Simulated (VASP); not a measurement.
# CsTlH2 (P4/mmm) in VASP: notebook, part 2 of 2

VASP 6.6.1. Earlier steps stand in the parts before.

### Step 3. Single point, PBE

This run uses another cell than the first one, of 23.10 Å³/atom, 0.691 times its volume.

INCAR

```
SYSTEM = CsTlH2
PREC = Accurate
ENCUT = 520
EDIFF = 1E-7
ISMEAR = 0
SIGMA = 0.1
LREAL = .False.
LASPH = .True.
NELM = 100
ALGO = Normal
ISIF = 2
LWAVE = .False.
LCHARG = .False.
GGA = PE
NBANDS = 20
```

KPOINTS

```
Automatic mesh
0
Gamma
  8 8 10
  0 0 0
```

POSCAR

```
CsTlH2
1.0
    4.8347714124      0.0000000000      0.0000000000
    0.0000000000      4.8347714124      0.0000000000
    0.0000000000      0.0000000000      3.9529932606
Cs Tl H
1 1 2
Direct
    0.5000000000      0.5000000000      0.5000000000
    0.0000000000      0.0000000000      0.0000000000
    0.5000000000      0.0000000000      0.0000000000
    0.0000000000      0.5000000000      0.0000000000
```

Potentials or basis: VASP PAW PBE potentials, release 64 (Cs_sv, Tl_d, H).

On the command line:

```sh
cat potpaw_PBE.64/Cs_sv/POTCAR potpaw_PBE.64/Tl_d/POTCAR potpaw_PBE.64/H/POTCAR > POTCAR
mpirun -np 1 vasp_std > vasp.out
```

OUTCAR:

```text
SYSTEM = CsTlH2
   PREC = Accurate
   ENCUT = 520
   EDIFF = 1E-7
   ISMEAR = 0
   LREAL = .False.
   LASPH = .True.
   NELM = 100
   ISIF = 2
   GGA = PE

 ion  position               nearest neighbor table
   1  0.500  0.500  0.500-
   2  0.000  0.000  0.000-   3 2.42   4 2.42   4 2.42   3 2.42
   3  0.500  0.000  0.000-   2 2.42   2 2.42
   4  0.000  0.500  0.000-   2 2.42   2 2.42

  LATTYP: Found a simple tetragonal cell.
 ALAT       =     4.8347714124
 C/A-ratio  =     0.8176174060

  Lattice vectors:

 A1 = (   4.8347714124,   0.0000000000,   0.0000000000)
 A2 = (   0.0000000000,   4.8347714124,   0.0000000000)
 A3 = (   0.0000000000,   0.0000000000,   3.9529932606)

Analysis of symmetry for initial positions (statically):
=====================================================================
 Subroutine PRICEL returns:
 Original cell was already a primitive cell.

 Routine SETGRP: Setting up the symmetry group for a
 simple tetragonal supercell.

 Subroutine GETGRP returns: Found 16 space group operations
 (whereof 16 operations were pure point group operations)
 out of a pool of 16 trial point group operations.
[... 162 lines left out ...]
  ext. energy  EPLUGINS =         0.00000000
  ---------------------------------------------------
  free energy    TOTEN  =        -9.31622552 eV

  energy without entropy =       -9.30812830  energy(sigma->0) =       -9.31217691

 E-fermi :   2.6359     XC(G=0):  -8.5483

 val. band max:        2.6272581626   @ k =   0.5000   0.0000   0.0000
 cond. band min:       2.6413128873   @ k =   0.1250   0.0000   0.0000
 fundamental gap:      0.0140547247
 Fermi energy:         2.6358807380

 k-point     1 :       0.0000    0.0000    0.0000
  band No.  band energies     occupation
      1     -19.3139      2.00000
      2      -8.6993      2.00000
      3      -8.5717      2.00000
      4      -8.5253      2.00000
      5      -8.5253      2.00000
      6      -8.4697      2.00000
[... 541 lines left out ...]
     19       9.7537      0.00000
     20      11.1850      0.00000

 [... further k-points ...]
[... 5 lines left out ...]
  --------------------------------------------------------------------------------------
  -------------------------------------------------------------------------------------
  Total        0.0011418      0.0011418     -0.0074154      0.0000000     -0.0000000      0.0000000
  in kB        0.0197976      0.0197976     -0.1285788      0.0000000     -0.0000000      0.0000000
  external PRESSURE =      -0.0296612 kB  Pullay stress =       0.0000000 kB

 VOLUME and BASIS-vectors are now :
 -----------------------------------------------------------------------------
  energy-cutoff  :      520.00
  volume of cell :       92.40
      direct lattice vectors                 reciprocal lattice vectors
     4.834771412  0.000000000  0.000000000     0.206835011  0.000000000  0.000000000
     0.000000000  4.834771412  0.000000000     0.000000000  0.206835011  0.000000000
     0.000000000  0.000000000  3.952993261     0.000000000  0.000000000  0.252972857

 POSITION                                       TOTAL-FORCE (eV/Angst)
 -----------------------------------------------------------------------------------
      2.41739      2.41739      1.97650         0.000000      0.000000      0.000000
      0.00000      0.00000      0.00000         0.000000      0.000000      0.000000
      2.41739      0.00000      0.00000         0.000000      0.000000      0.000000
      0.00000      2.41739      0.00000         0.000000      0.000000      0.000000
 -----------------------------------------------------------------------------------
    total drift:                                0.000000      0.000000      0.000000

  FREE ENERGIE OF THE ION-ELECTRON SYSTEM (eV)
  ---------------------------------------------------
  free  energy   TOTEN  =        -9.3162255191 eV

  energy  without entropy=       -9.3081282990  energy(sigma->0) =       -9.31217691
```

Wall time 44 s (1 thread of Intel Xeon 6975P-C (Granite Rapids), shared host); peak memory 0.31 GiB.

What came out:

* Free energy: -9.3162 eV
* Pressure: 0.0 GPa
* Band gap on the k mesh: zero (band 12 reaches 3.40 eV, above the bottom of band 13 at 2.17 eV)

Caveat: spin-orbit coupling is left out, which moves the levels of the heavy elements.

### Step 4. Relaxation of cell and atoms, PBE

INCAR

```
ALGO = Normal
EDIFF = 1E-7
EDIFFG = -0.01
ENCUT = 600
GGA = PE
IBRION = 2
ISIF = 3
ISMEAR = 0
LASPH = True
LCHARG = False
LREAL = False
LWAVE = False
NELM = 100
NSW = 100
PREC = Accurate
SIGMA = 0.1
```

KPOINTS

```
k-points
0
Gamma
  8 8 10
```

POSCAR

```
CsTlH2
1.0
    5.4450000000      0.0000000000      0.0000000000
    0.0000000000      5.4450000000      0.0000000000
    0.0000000000      0.0000000000      4.5102633000
Cs Tl H
1 1 2
Direct
    0.5000000000      0.5000000000      0.5000000000
    0.0000000000      0.0000000000      0.0000000000
    0.5000000000      0.0000000000      0.0000000000
    0.0000000000      0.5000000000      0.0000000000
```

Potentials or basis: VASP PAW PBE potentials, release 64 (Cs_sv, Tl_d, H).

On the command line:

```sh
cat potpaw_PBE.64/Cs_sv/POTCAR potpaw_PBE.64/Tl_d/POTCAR potpaw_PBE.64/H/POTCAR > POTCAR
mpirun -np 1 vasp_std > vasp.out
```

OUTCAR:

```text
EDIFF = 1E-7
   EDIFFG = -0.01
   ENCUT = 600
   GGA = PE
   IBRION = 2
   ISIF = 3
   ISMEAR = 0
   LASPH = True
   LREAL = False
   NELM = 100
   NSW = 100
   PREC = Accurate

 ion  position               nearest neighbor table
   1  0.500  0.500  0.500-
   2  0.000  0.000  0.000-
   3  0.500  0.000  0.000-
   4  0.000  0.500  0.000-

  LATTYP: Found a simple tetragonal cell.
 ALAT       =     5.4450000000
 C/A-ratio  =     0.8283311846

  Lattice vectors:

 A1 = (   5.4450000000,   0.0000000000,   0.0000000000)
 A2 = (   0.0000000000,   5.4450000000,   0.0000000000)
 A3 = (   0.0000000000,   0.0000000000,   4.5102633000)

Analysis of symmetry for initial positions (statically):
=====================================================================
 Subroutine PRICEL returns:
 Original cell was already a primitive cell.

 Routine SETGRP: Setting up the symmetry group for a
[... 750 lines left out ...]

[... ionic steps 4 to 10 ...]

--------------------------------------- Ionic step       11  -------------------------------------------

 number of electron      23.9999999 magnetization

------------------------ aborting loop because EDIFF is reached ----------------------------------------
[... 71 lines left out ...]
--------------------------------------- Ionic step       13  -------------------------------------------

 number of electron      23.9999999 magnetization

 Free energy of the ion-electron system (eV)
  ---------------------------------------------------
  ext. energy  EPLUGINS =         0.00000000
  ---------------------------------------------------
  free energy    TOTEN  =        -9.31831817 eV

  energy without entropy =       -9.31029615  energy(sigma->0) =       -9.31430716

 E-fermi :   2.6028     XC(G=0):  -8.5275

 val. band max:        2.6015000546   @ k =   0.1250   0.0000   0.0000
 cond. band min:       2.6186245772   @ k =   0.5000   0.3750   0.4000
 fundamental gap:      0.0171245226
 Fermi energy:         2.6027510241

 k-point     1 :       0.0000    0.0000    0.0000
  band No.  band energies     occupation
      1     -19.3443      2.00000
      2      -8.7285      2.00000
      3      -8.5973      2.00000
      4      -8.5555      2.00000
      5      -8.5555      2.00000
      6      -8.4982      2.00000
[... 478 lines left out ...]
  FREE ENERGIE OF THE ION-ELECTRON SYSTEM (eV)
  ---------------------------------------------------
  free  energy   TOTEN  =        -9.3183181693 eV

  energy  without entropy=       -9.3102961549  energy(sigma->0) =       -9.31430716

 reached required accuracy - stopping structural energy minimisation
```

OSZICAR:

```text
N       E                     dE             d eps       ncg     rms          rms(c)
DAV:   1     0.136187007356E+03    0.13619E+03   -0.11241E+04  2880   0.136E+03
DAV:   2    -0.193657019509E+01   -0.13812E+03   -0.13588E+03  3616   0.242E+02
DAV:   3    -0.103262961139E+02   -0.83897E+01   -0.83844E+01  3048   0.568E+01
[... 146 lines left out ...]
DAV:   5    -0.931831900966E+01    0.83236E-05   -0.83866E-05  3184   0.714E-02    0.150E-02
DAV:   6    -0.931831802783E+01    0.98183E-06   -0.43045E-06  3448   0.143E-02    0.405E-03
DAV:   7    -0.931831794687E+01    0.80960E-07   -0.10847E-06  3448   0.739E-03    0.113E-03
DAV:   8    -0.931831811427E+01   -0.16740E-06   -0.61069E-08  1728   0.170E-03    0.432E-04
DAV:   9    -0.931831816927E+01   -0.54994E-07   -0.16353E-08  1504   0.826E-04
  13 F= -.93183182E+01 E0= -.93143072E+01  d E =-.241624E-03
```

CONTCAR:

```text
CsTlH2
   1.00000000000000
     4.8440561089965568    0.0000000000000000    0.0000000000000000
     0.0000000000000000    4.8440561089965568   -0.0000000000000000
     0.0000000000000000   -0.0000000000000000    3.9563019352995856
  Cs              Tl              H
     1     1     2
Direct
     0.5000000000000000    0.5000000000000000    0.5000000000000000
     0.0000000000000000    0.0000000000000000    0.0000000000000000
     0.5000000000000000    0.0000000000000000    0.0000000000000000
     0.0000000000000000    0.5000000000000000    0.0000000000000000

  0.00000000E+00  0.00000000E+00  0.00000000E+00
  0.00000000E+00  0.00000000E+00  0.00000000E+00
  0.00000000E+00  0.00000000E+00  0.00000000E+00
  0.00000000E+00  0.00000000E+00  0.00000000E+00
```

Wall time 15 min (1 thread of Intel Xeon 6975P-C (Granite Rapids), shared host); peak memory 0.53 GiB.

Results:

- Free energy: -9.3183 eV
- Relaxed volume: 23.21 Å³/atom
- Relaxed cell: a = 4.844 Å, b = 4.844 Å, c = 3.956 Å, α = 90.00°, β = 90.00°, γ = 90.00°
- Space group after relaxing (to 0.05 Å): P4/mmm (No. 123)
- Energy gained by relaxing: 88.0 meV/atom
- Ionic steps: 13
- Pressure after relaxing: 0.0 GPa
- Band gap on the k mesh: zero (band 12 reaches 3.36 eV, above the bottom of band 13 at 2.15 eV)

The path:
```
step  energy change (eV)  largest force (eV/Å)  pressure (GPa)  volume (Å³)
   1              0.0000                0.0000           -1.96       133.72
   2             -0.0946                0.0000           -1.85       125.96
   3             -0.3054                0.0000           -1.09       104.47
   4              0.2287                0.0000           10.11        69.02
   5             -0.3342                0.0000           -0.66        99.12
   6             -0.3445                0.0000            0.04        93.31
   7             -0.3447                0.0000           -0.05        94.03
   8             -0.3467                0.0000           -0.03        93.73
   9             -0.3508                0.0000            0.05        92.81
  10             -0.3486                0.0000            0.21        90.88
  11             -0.3519                0.0000            0.10        92.17
  12             -0.3519                0.0000            0.10        92.10
  13             -0.3521                0.0000           -0.01        92.83
```

Final structure:
```yaml
crystal:
  lattice:
    - [4.84406, 0.00000, 0.00000]
    - [0.00000, 4.84406, 0.00000]
    - [0.00000, 0.00000, 3.95630]
  atoms:
    - { symbol: Cs, position: [0.50000, 0.50000, 0.50000] }
    - { symbol: Tl, position: [0.00000, 0.00000, 0.00000] }
    - { symbol: H, position: [0.50000, 0.00000, 0.00000] }
    - { symbol: H, position: [0.00000, 0.50000, 0.00000] }
```

Caveat: the volume moved by over 15 % at a fixed basis, so the end points are rough; spin-orbit coupling is left out, which moves the levels of the heavy elements.

### Step 5. Single point, PBE

This run uses another cell than the first one, of 22.99 Å³/atom, 0.688 times its volume.

INCAR

```
ALGO = Normal
EDIFF = 1E-6
ENCUT = 520
GGA = PE
ISIF = 2
ISMEAR = 0
LASPH = T
LCHARG = T
LELF = T
LREAL = F
LVHAR = T
LWAVE = F
NBANDS = 20
NELM = 100
PREC = Accurate
SIGMA = 0.1
```

KPOINTS

```
k-points
0
Gamma
  10 10 12
```

POSCAR

```
CsTlH2
1.0
    4.8179065836      0.0000000000      0.0000000000
    0.0000000000      4.8179065836      0.0000000000
    0.0000000000      0.0000000000      3.9613118965
Cs Tl H
1 1 2
Direct
    0.5000000000      0.5000000000      0.5000000000
    0.0000000000      0.0000000000      0.0000000000
    0.5000000000      0.0000000000      0.0000000000
    0.0000000000      0.5000000000      0.0000000000
```

Potentials or basis: VASP PAW PBE potentials, release 64 (Cs_sv, Tl_d, H).

On the command line:

```sh
cat potpaw_PBE.64/Cs_sv/POTCAR potpaw_PBE.64/Tl_d/POTCAR potpaw_PBE.64/H/POTCAR > POTCAR
mpirun -np 1 vasp_std > vasp.out
```

OUTCAR:

```text
EDIFF = 1E-6
   ENCUT = 520
   GGA = PE
   ISIF = 2
   ISMEAR = 0
   LASPH = T
   LREAL = F
   NELM = 100
   PREC = Accurate

 ion  position               nearest neighbor table
   1  0.500  0.500  0.500-
   2  0.000  0.000  0.000-   3 2.41   4 2.41   4 2.41   3 2.41
   3  0.500  0.000  0.000-   2 2.41   2 2.41
   4  0.000  0.500  0.000-   2 2.41   2 2.41

  LATTYP: Found a simple tetragonal cell.
 ALAT       =     4.8179065836
 C/A-ratio  =     0.8222060407

  Lattice vectors:

 A1 = (   4.8179065836,   0.0000000000,   0.0000000000)
 A2 = (   0.0000000000,   4.8179065836,   0.0000000000)
 A3 = (   0.0000000000,   0.0000000000,   3.9613118965)

Analysis of symmetry for initial positions (statically):
=====================================================================
 Subroutine PRICEL returns:
 Original cell was already a primitive cell.

 Routine SETGRP: Setting up the symmetry group for a
 simple tetragonal supercell.

[... 162 lines left out ...]

 Free energy of the ion-electron system (eV)
  ---------------------------------------------------
  ext. energy  EPLUGINS =         0.00000000
  ---------------------------------------------------
  free energy    TOTEN  =        -9.31639605 eV

  energy without entropy =       -9.30811806  energy(sigma->0) =       -9.31225706

 E-fermi :   2.6470     XC(G=0):  -8.5709

 val. band max:        2.6462273760   @ k =   0.3000   0.0000   0.2500
 cond. band min:       2.6481384081   @ k =   0.3000   0.0000   0.3333
 fundamental gap:      0.0019110321
 Fermi energy:         2.6470133629

 k-point     1 :       0.0000    0.0000    0.0000
  band No.  band energies     occupation
      1     -19.2799      2.00000
      2      -8.6653      2.00000
      3      -8.5482      2.00000
      4      -8.4932      2.00000
      5      -8.4932      2.00000
      6      -8.4403      2.00000
[... 541 lines left out ...]
     19       9.6520      0.00000
     20      10.0024      0.00000

 [... further k-points ...]
[... 5 lines left out ...]
  --------------------------------------------------------------------------------------
  -------------------------------------------------------------------------------------
  Total        0.0024437      0.0024437      0.0177817      0.0000000      0.0000000     -0.0000000
  in kB        0.0425788      0.0425788      0.3098327      0.0000000      0.0000000     -0.0000000
  external PRESSURE =       0.1316634 kB  Pullay stress =       0.0000000 kB

 VOLUME and BASIS-vectors are now :
 -----------------------------------------------------------------------------
  energy-cutoff  :      520.00
  volume of cell :       91.95
      direct lattice vectors                 reciprocal lattice vectors
     4.817906584  0.000000000  0.000000000     0.207559026  0.000000000  0.000000000
     0.000000000  4.817906584  0.000000000     0.000000000  0.207559026  0.000000000
     0.000000000  0.000000000  3.961311896     0.000000000  0.000000000  0.252441622

 POSITION                                       TOTAL-FORCE (eV/Angst)
 -----------------------------------------------------------------------------------
      2.40895      2.40895      1.98066         0.000000      0.000000      0.000000
      0.00000      0.00000      0.00000         0.000000      0.000000      0.000000
      2.40895      0.00000      0.00000         0.000000      0.000000      0.000000
      0.00000      2.40895      0.00000         0.000000      0.000000      0.000000
 -----------------------------------------------------------------------------------
    total drift:                                0.000000      0.000000      0.000000

  FREE ENERGIE OF THE ION-ELECTRON SYSTEM (eV)
  ---------------------------------------------------
  free  energy   TOTEN  =        -9.3163960497 eV

  energy  without entropy=       -9.3081180618  energy(sigma->0) =       -9.31225706
```

It took 80 s on 1 thread of Intel Xeon 6975P-C (Granite Rapids), shared host; peak memory 0.4 GiB.

Results:

| Property | Result |
| --- | --- |
| Free energy | -9.3164 eV |
| Pressure | 0.0 GPa |
| Band gap on the k mesh | zero (band 12 reaches 3.41 eV, above the bottom of band 13 at 2.20 eV) |

Levels at points of the mesh, in eV from the Fermi level:
```csv
k point,band 10,band 11,band 12,band 13,band 14,band 15
"(0.00, 0.00, 0.00)",-7.29,-1.72,0.53,2.19,2.19,3.75
"(0.50, 0.00, 0.00)",-5.82,-3.77,0.03,1.28,3.10,3.80
"(0.50, 0.50, 0.00)",-6.00,-2.71,-2.71,2.54,5.14,5.93
"(0.00, 0.00, 0.50)",-5.81,-1.04,-1.04,1.68,1.68,1.74
"(0.50, 0.00, 0.50)",-5.95,-2.67,0.14,0.24,2.76,3.07
"(0.50, 0.50, 0.50)",-4.90,-3.46,-3.46,-0.44,5.62,5.62
```

Caveat: spin-orbit coupling is left out, which moves the levels of the heavy elements.

### Step 6. Summary

```csv
task,cell,k mesh,cutoff (eV),gap on the mesh (eV),pressure (GPa)
single point,"a = 5.445, b = 5.445, c = 4.510 Å, 4 atoms",4 × 4 × 4,520,none,-2.0
single point,"a = 4.835, b = 4.835, c = 3.953 Å, 4 atoms",8 × 8 × 10,520,none,0.0
relaxation of cell and atoms,"relaxed from a = 5.445, b = 5.445, c = 4.510 Å, 4 atoms",8 × 8 × 10,600,none,0.0
single point,"a = 4.818, b = 4.818, c = 3.961 Å, 4 atoms",10 × 10 × 12,520,none,0.0
```

Alike in all rows: level PBE; potentials or basis VASP PAW PBE potentials, release 64 (Cs_sv, Tl_d, H); no spin polarisation; smearing gaussian 0.1 eV.

Caveats: spin-orbit coupling is left out, which moves the levels of the heavy elements; the volume moved by over 15 % at a fixed basis, so the end points are rough (some runs).

Total energies depend on the potentials used, so only differences within one code and one set of settings carry meaning.
